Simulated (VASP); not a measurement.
# TaCo3 (Pm-3m) in VASP: further runs

Runs on TaCo3. Level: LDA. Tasks: single point.

Everything below comes from runs of VASP 6.6.1. Logs are shortened: lines on timing, memory, paths and dates and some standing lists are left out, and cuts for length are marked.

## 1. The cell of the first run

The structure is cubic, space group Pm-3m (No. 221). Conventional cell: a = 3.435 Å, b = 3.435 Å, c = 3.435 Å, α = 90.00°, β = 90.00°, γ = 90.00°. Ta (site symmetry m-3m) has 12 Co at 2.43 Å within 3.2 Å. Within 3.2 Å of Co (site symmetry 4/mmm) lie 4 Ta at 2.43 Å and 8 Co at 2.43 Å.

## 2. Single point, LDA, collinear spin, ferromagnetic start (volume scaled by 0.82)

Contents of INCAR:

```
SYSTEM = TaCo3
ALGO = Normal
EDIFF = 1E-6
ENCUT = 520
ISIF = 2
ISMEAR = -1
ISPIN = 2
LASPH = .True.
LCHARG = .True.
LELF = .True.
LMAXMIX = 4
LORBIT = 11
LREAL = .False.
LVHAR = .True.
LWAVE = .False.
MAGMOM = 0 2 2 2
NBANDS = 31
NELM = 150
PREC = Accurate
SIGMA = 0.08
```

Contents of KPOINTS:

```
k-points
0
Gamma
  9 9 9
  0 0 0
```

Contents of POSCAR:

```
TaCo3
1.0
    3.4350838957      0.0000000000      0.0000000000
    0.0000000000      3.4350838957      0.0000000000
    0.0000000000      0.0000000000      3.4350838957
Ta Co
1 3
Direct
    0.0000000000      0.0000000000      0.0000000000
    0.0000000000      0.5000000000      0.5000000000
    0.5000000000      0.0000000000      0.5000000000
    0.5000000000      0.5000000000      0.0000000000
```

Potentials or basis: VASP PAW LDA potentials, release 64 (Ta_pv, Co).

Started as:

```bash
> cat potpaw_LDA.64/Ta_pv/POTCAR potpaw_LDA.64/Co/POTCAR > POTCAR
> mpirun -np 1 vasp_std > vasp.out
```

OUTCAR:

```text
SYSTEM = TaCo3
   EDIFF = 1E-6
   ENCUT = 520
   ISIF = 2
   ISMEAR = -1
   ISPIN = 2
   LASPH = .True.
   LORBIT = 11
   LREAL = .False.
   NELM = 150
   PREC = Accurate

 ion  position               nearest neighbor table
   1  0.000  0.000  0.000-   2 2.43   3 2.43   4 2.43   2 2.43   3 2.43   2 2.43   4 2.43   2 2.43
                             3 2.43   4 2.43   3 2.43   4 2.43
   2  0.000  0.500  0.500-   1 2.43   3 2.43   4 2.43   1 2.43   4 2.43   1 2.43   3 2.43   1 2.43
                             3 2.43   4 2.43   4 2.43   3 2.43
   3  0.500  0.000  0.500-   1 2.43   2 2.43   4 2.43   1 2.43   4 2.43   2 2.43   4 2.43   4 2.43
                             1 2.43   2 2.43   1 2.43   2 2.43
   4  0.500  0.500  0.000-   1 2.43   2 2.43   3 2.43   2 2.43   3 2.43   1 2.43   3 2.43   3 2.43
                             1 2.43   2 2.43   2 2.43   1 2.43

  LATTYP: Found a simple cubic cell.
 ALAT       =     3.4350838957

  Lattice vectors:

 A1 = (   3.4350838957,   0.0000000000,   0.0000000000)
 A2 = (   0.0000000000,   3.4350838957,   0.0000000000)
 A3 = (   0.0000000000,   0.0000000000,   3.4350838957)

Analysis of symmetry for initial positions (statically):
=====================================================================
 Subroutine PRICEL returns:
 Original cell was already a primitive cell.

 Routine SETGRP: Setting up the symmetry group for a
 simple cubic supercell.

 Subroutine GETGRP returns: Found 48 space group operations
 (whereof 48 operations were pure point group operations)
 out of a pool of 48 trial point group operations.

The static configuration has the point symmetry O_h .

Analysis of symmetry for dynamics (positions and initial velocities):
=====================================================================
 Subroutine PRICEL returns:
 Original cell was already a primitive cell.

 Routine SETGRP: Setting up the symmetry group for a
 simple cubic supercell.

 Subroutine GETGRP returns: Found 48 space group operations
 (whereof 48 operations were pure point group operations)
 out of a pool of 48 trial point group operations.

The dynamic configuration has the point symmetry O_h .

Analysis of structural, dynamic, and magnetic symmetry:
=====================================================================
 Subroutine PRICEL returns:
 Original cell was already a primitive cell.

 Routine SETGRP: Setting up the symmetry group for a
 simple cubic supercell.

 Subroutine GETGRP returns: Found 48 space group operations
 (whereof 48 operations were pure point group operations)
 out of a pool of 48 trial point group operations.

The overall configuration has the point symmetry O_h .

[... 133 lines left out ...]
 spin polarized calculation
  energy-cutoff  :      520.00
  volume of cell :       40.53
 maximum number of plane-waves:      1107
 NGX is ok and might be reduce to    28
   NGX = 13   NGY = 13   NGZ = 13

 number of electron      38.0000017 magnetization      -0.0033303

 number of electron      38.0000017 magnetization       0.0014043

 Free energy of the ion-electron system (eV)
  ---------------------------------------------------
  ext. energy  EPLUGINS =         0.00000000
  ---------------------------------------------------
  free energy    TOTEN  =       -38.12174122 eV

  energy without entropy =      -38.05487175  energy(sigma->0) =      -38.08830649

 E-fermi :  11.3130     XC(G=0): -14.6885

 val. band max:       11.2857941822   @ k =   0.4444   0.4444   0.2222
 cond. band min:      11.3272484370   @ k =   0.3333   0.3333   0.1111
 fundamental gap:      0.0414542549
 Fermi energy:        11.3130268401

 spin component 1

 k-point     1 :       0.0000    0.0000    0.0000
  band No.  band energies     occupation
      1     -22.5107      1.00000
      2     -22.5107      1.00000
      3     -22.5107      1.00000
      4       1.7131      1.00000
      5       4.9179      1.00000
      6       4.9179      1.00000
[... 805 lines left out ...]
     30      24.6627      0.00000
     31      24.9713      0.00000

 [... further k-points ...]

 spin component 2

 k-point     1 :       0.0000    0.0000    0.0000
  band No.  band energies     occupation
      1     -22.5107      1.00000
      2     -22.5107      1.00000
      3     -22.5107      1.00000
      4       1.7131      1.00000
      5       4.9179      1.00000
      6       4.9179      1.00000
[... 805 lines left out ...]
     30      24.6627      0.00000
     31      24.9714      0.00000

 [... further k-points ...]

------------------------ aborting loop because EDIFF is reached ----------------------------------------

  FORCE on cell =-STRESS in cart. coord.  units (eV):
  Direction    XX          YY          ZZ          XY          YZ          ZX
  --------------------------------------------------------------------------------------
  -------------------------------------------------------------------------------------
  Total        9.8453889      9.8453889      9.8453889     -0.0000000     -0.0000000     -0.0000000
  in kB      389.1628855    389.1628855    389.1628855     -0.0000000     -0.0000000     -0.0000000
  external PRESSURE =     389.1628855 kB  Pullay stress =       0.0000000 kB

 VOLUME and BASIS-vectors are now :
 -----------------------------------------------------------------------------
  energy-cutoff  :      520.00
  volume of cell :       40.53
      direct lattice vectors                 reciprocal lattice vectors
     3.435083896  0.000000000  0.000000000     0.291113705  0.000000000  0.000000000
     0.000000000  3.435083896  0.000000000     0.000000000  0.291113705  0.000000000
     0.000000000  0.000000000  3.435083896     0.000000000  0.000000000  0.291113705

 POSITION                                       TOTAL-FORCE (eV/Angst)
 -----------------------------------------------------------------------------------
      0.00000      0.00000      0.00000         0.000000      0.000000      0.000000
      0.00000      1.71754      1.71754         0.000000      0.000000      0.000000
      1.71754      0.00000      1.71754         0.000000      0.000000      0.000000
      1.71754      1.71754      0.00000         0.000000      0.000000      0.000000
 -----------------------------------------------------------------------------------
    total drift:                                0.000000      0.000000      0.000000

  FREE ENERGIE OF THE ION-ELECTRON SYSTEM (eV)
  ---------------------------------------------------
  free  energy   TOTEN  =       -38.1217412228 eV

  energy  without entropy=      -38.0548717532  energy(sigma->0) =      -38.08830649

 total charge

# of ion       s       p       d       tot
------------------------------------------
    1        0.464   6.286   2.626   9.375
    2        0.586   0.694   7.535   8.814
    3        0.586   0.694   7.535   8.814
    4        0.586   0.694   7.535   8.814
--------------------------------------------------
tot          2.221   8.367  25.229  35.817

 magnetization (x)

# of ion       s       p       d       tot
------------------------------------------
    1       -0.000  -0.000  -0.000  -0.000
    2       -0.000  -0.000   0.000   0.000
    3       -0.000  -0.000   0.000   0.000
    4       -0.000  -0.000   0.000   0.000
--------------------------------------------------
tot         -0.000  -0.000   0.001   0.001
```

It took 3.7 min on 1 thread of AMD EPYC 7R13, shared host; peak memory 0.17 GiB.

Results:

| Property | Result |
| --- | --- |
| Free energy | -38.1217 eV |
| Pressure | 38.9 GPa |
| Band gap on the k mesh | zero (filled and empty bands overlap) |
| Net moment | 0.00 μB per cell |
| Valence electrons inside the program's atomic spheres | Ta 9.38; Co 8.81 |

Levels at points of the mesh, in eV from the Fermi level:
Spin up:
```
           k point  band 17  band 18  band 19  band 20  band 21  band 22
(0.00, 0.00, 0.00)     0.65     0.65     0.65     3.19     3.19     3.70
```
Spin down:
| k point | band 15 | band 16 | band 17 | band 18 | band 19 | band 20 | band 21 | band 22 | band 23 | band 24 |
| --- | --- | --- | --- | --- | --- | --- | --- | --- | --- | --- |
| (0.00, 0.00, 0.00) | -0.28 | 0.26 | 0.65 | 0.65 | 0.65 | 3.19 | 3.19 | 3.70 | 3.70 | 3.70 |

Caveat: the starting moments collapsed, and a magnetic state may lie lower; spin-orbit coupling is left out, which moves the levels of the heavy elements.

## 3. Single point, LDA, collinear spin, ferromagnetic start (volume scaled by 0.82)

Contents of INCAR:

```
  PREC = Accurate
  ENCUT = 520
  EDIFF = 1E-7
  ISMEAR = -1
  SIGMA = 0.08
  LREAL = F
  LASPH = T
  NELM = 150
  ALGO = Normal
  ISIF = 2
  LWAVE = F
  LCHARG = F
  ISPIN = 2
  MAGMOM = 0 2 2 2
  LORBIT = 11
  LMAXMIX = 4
  GGA = CA
  NBANDS = 31
```

Contents of KPOINTS:

```
Automatic mesh
0
Gamma
  9 9 9
```

POSCAR is that of step 2.

Potentials or basis: VASP PAW LDA potentials, release 64 (Ta_pv, Co).

Started as:

```bash
> cat potpaw_LDA.64/Ta_pv/POTCAR potpaw_LDA.64/Co/POTCAR > POTCAR
> mpirun -np 1 vasp_std > vasp.out
```

Wall time 43 s (1 thread of Intel Xeon 6975P-C (Granite Rapids), shared host); peak memory 0.19 GiB.

It converged, with:

| Item | Value |
| --- | --- |
| Free energy | -38.1217 eV |
| Pressure | 38.9 GPa |
| Band gap on the k mesh | zero (filled and empty bands overlap) |
| Net moment | 0.00 μB per cell |
| Valence electrons inside the program's atomic spheres | Ta 9.38; Co 8.81 |

Levels at points of the mesh, in eV from the Fermi level:
Spin up:
```
           k point  band 16  band 17  band 18  band 19  band 20  band 21  band 22  band 23
(0.00, 0.00, 0.00)     0.26     0.65     0.65     0.65     3.19     3.19     3.70     3.70
```
Spin down:
```
           k point  band 16  band 17  band 18  band 19  band 20  band 21  band 22  band 23
(0.00, 0.00, 0.00)     0.26     0.65     0.65     0.65     3.19     3.19     3.70     3.70
```

Caveat: the starting moments collapsed, and a magnetic state may lie lower; spin-orbit coupling is left out, which moves the levels of the heavy elements.

(Continued in part 2 of 2.)
